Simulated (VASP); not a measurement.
Here is a VASP 6.6.1 calculation.

File INCAR:

```
ALGO     = Normal         # electronic algorithm
DIPOL    = 0.5 0.5 0.320
EDIFF    = 1E-6           # SCF threshold, eV
ENCUT    = 520            # plane-wave cutoff, eV
GGA      = PE             # functional
IDIPOL   = 3            
ISIF     = 2              # what is computed and relaxed
ISMEAR   = 0              # smearing method
LASPH    = T              # aspherical terms in the spheres
LCHARG   = F              # write CHGCAR
LDIPOL   = T            
LREAL    = Auto         
LWAVE    = F              # write WAVECAR
NBANDS   = 42             # bands
NELM     = 100            # most SCF steps
PREC     = Accurate       # precision mode
SIGMA    = 0.1            # smearing width, eV
```

Contents of KPOINTS:

```
k-points
0
Gamma
  6 4 1
```

Contents of POSCAR:

```
Be24H
1.0
    4.5254381414      0.0000000000      0.0000000000
    0.0000000000      7.1336190818      0.0000000000
    0.0000000000      0.0000000000     19.8685529777
Be H
24 1
Direct
    0.0000000000      0.3750000000      0.2013231665
    0.0000000000      0.8750000000      0.2013231665
    0.5000000000      0.3750000000      0.2013231665
    0.5000000000      0.8750000000      0.2013231665
    0.2500000000      0.1250000000      0.2341987732
    0.2500000000      0.6250000000      0.2341987732
    0.7500000000      0.1250000000      0.2341987732
    0.7500000000      0.6250000000      0.2341987732
    0.2500000000      0.3750000000      0.2999499865
    0.2500000000      0.8750000000      0.2999499865
    0.7500000000      0.3750000000      0.2999499865
    0.7500000000      0.8750000000      0.2999499865
    0.0000000000      0.1250000000      0.3268353583
    0.0000000000      0.6250000000      0.3268353583
    0.5000000000      0.1250000000      0.3268353583
    0.5000000000      0.6250000000      0.3268353583
    0.0000000000      0.3750000000      0.3993099146
    0.0000000000      0.8750000000      0.3993099146
    0.5000000000      0.3750000000      0.3993099146
    0.5000000000      0.8750000000      0.3993099146
    0.2500000000      0.1250000000      0.4211958962
    0.2500000000      0.6250000000      0.4211958962
    0.7500000000      0.1250000000      0.4211958962
    0.7500000000      0.6250000000      0.4211958962
    0.3333333333      0.2500000000      0.4698563178
```

Potentials or basis: VASP PAW PBE potentials, release 64 (Be, H).

Launch:

```bash
$ cat potpaw_PBE.64/Be/POTCAR potpaw_PBE.64/H/POTCAR > POTCAR
$ mpirun -np 1 vasp_std > vasp.out
```

Question: Predict the band gap on the k mesh.

Answer: Zero (an odd number of electrons rules out a gap without spin polarisation).

Question: Estimate the largest force.

Answer: 0.872 eV/Å.

Forces on the atoms (eV/Å):
```
Be   0.027 -0.032  0.554
Be  -0.052  0.000  0.532
Be  -0.018  0.018  0.583
Be   0.048 -0.112  0.537
Be  -0.026  0.060 -0.726
Be  -0.017 -0.082 -0.663
Be   0.018  0.102 -0.628
Be   0.004  0.074 -0.805
Be  -0.058 -0.046  0.355
Be  -0.030 -0.116  0.054
Be   0.042  0.045  0.073
Be   0.055  0.006  0.155
Be   0.130  0.054  0.166
Be  -0.080  0.049 -0.029
Be  -0.021 -0.022  0.090
Be   0.067  0.135 -0.039
Be  -0.300  0.216  0.034
Be  -0.099 -0.058 -0.015
Be   0.035 -0.128  0.557
Be   0.063 -0.070 -0.121
Be  -0.100 -0.695 -0.517
Be  -0.062  0.319 -0.106
Be  -0.123 -0.154 -0.080
Be   0.095 -0.116  0.034
H    0.399  0.553  0.007
```
